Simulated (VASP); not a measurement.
A run of VASP 6.6.1:

Contents of INCAR:

```
PREC = Accurate
ENCUT = 520
EDIFF = 1E-6
ISMEAR = 0
SIGMA = 0.05
LREAL = F
LASPH = T
NELM = 60
ALGO = Normal
ISIF = 2
LWAVE = F
LCHARG = T
GGA = CA
LELF = T
LVHAR = T
NBANDS = 14
```

Contents of KPOINTS:

```
regular mesh
0
Gamma
  12 12 12
```

The input POSCAR:

```
LaC
1.0
    0.0000000000      2.7165836941      2.7165836941
    2.7165836941      0.0000000000      2.7165836941
    2.7165836941      2.7165836941      0.0000000000
La C
1 1
Direct
    0.5000000000      0.5000000000      0.5000000000
    0.0000000000      0.0000000000      0.0000000000
```

Potentials or basis: VASP PAW LDA potentials, release 64 (La, C).

Command:

```console
$ cat potpaw_LDA.64/La/POTCAR potpaw_LDA.64/C/POTCAR > POTCAR
$ mpirun -np 1 vasp_std > vasp.out
```

Hardware: 1 thread of Intel(R) Xeon(R) Platinum 8488C (Sapphire Rapids), on a shared host.

**Question.** Estimate the wall time of this run.

**Answer.** Wall time 60 s on 1 thread of Intel(R) Xeon(R) Platinum 8488C (Sapphire Rapids), on a shared host, peak memory 0.19 GiB. Counts: scf iterations 13, k points 72.
